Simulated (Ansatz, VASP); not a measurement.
**One calculation of C, two programs**

The input INCAR:

```
SYSTEM = C
PREC     = Accurate       ! precision mode
ENCUT    = 600            ! plane-wave cutoff, eV
EDIFF    = 1E-7           ! SCF threshold, eV
ISMEAR   = -1             ! smearing method
SIGMA    = 0.1            ! smearing width, eV
LREAL    = .False.        ! projectors in reciprocal space
LASPH    = .True.         ! aspherical terms in the spheres
NELM     = 60             ! most SCF steps
ALGO     = Normal         ! electronic algorithm
ISIF     = 3              ! what is computed and relaxed
LWAVE    = .False.        ! write WAVECAR
LCHARG   = .False.        ! write CHGCAR
GGA      = PE             ! functional
IBRION   = 2              ! ionic algorithm
NSW      = 80             ! ionic steps
EDIFFG   = -0.01          ! ionic threshold
```

File KPOINTS:

```
regular mesh
0
Gamma
  11 11 15
  0 0 0
```

POSCAR

```
C
1.0
    3.3438265309      0.0000000000      0.0000000000
   -1.6719132655      2.8958387216      0.0000000000
    0.0000000000      0.0000000000      2.0497656634
C
3
Direct
    0.0000000000      0.0000000000      0.0000000000
    0.3333333333      0.6666666667      0.5000000000
    0.6666666667      0.3333333333      0.5000000000
```

Input for Ansatz:

```yaml
crystal:
  lattice:
    - [3.3438265309, 0.0, 0.0]
    - [-1.6719132655, 2.8958387216, 0.0]
    - [0.0, 0.0, 2.0497656634]
  atoms:
    - { symbol: C, position: [0.0, 0.0, 0.0] }
    - { symbol: C, position: [0.3333333333, 0.6666666667, 0.5] }
    - { symbol: C, position: [0.6666666667, 0.3333333333, 0.5] }
hamiltonian:
  xc: pbe
  pseudopotentials:
    kind: paw
    azcp:
      C: "pseudopotentials/C.paw.azcp"
basis:
  ecutwfc: 420
  fft_grid_basis: typed
kpoints:
  mp_grid: { grid: [11, 11, 15], shift: [0, 0, 0] }
magnetization:
  spin_polarized: false
scf:
  occupations: { method: fermi_dirac, width: 0.1 }
relax:
  max_steps: 60
  f_tol: 0.01
  cell: {}
```

Alike in both runs: task relaxation of cell and atoms; functional PBE; k mesh 11 × 11 × 15; occupations fermi-dirac, width 0.1 eV; no spin polarisation.

```csv
,VASP,Ansatz
version,VASP 6.6.1,Ansatz 0.2.0
potentials or method,"VASP PAW PBE potentials, release 64 (C), cutoff 600 eV","plane waves (420 eV) with PAW, scalar-relativistic"
valence electrons in the cell,12,12
```

Ansatz gave:

| Quantity | Value |
| --- | --- |
| relaxed volume (Å³/atom) | 14.77 |
| relaxed length of the cell vector where the two differ most in proportion (Å) | 6.311 |

Problem. Estimate VASP's values.

Solution. Relaxed volume (Å³/atom): 9.13; relaxed length of the cell vector where the two differ most in proportion (Å): 4.968.

One of these differences is far larger than is usual between the two programs; its cause wasn't traced.

Noted on VASP's run: the volume moved by over 15 % at a fixed basis, so the end points are rough.
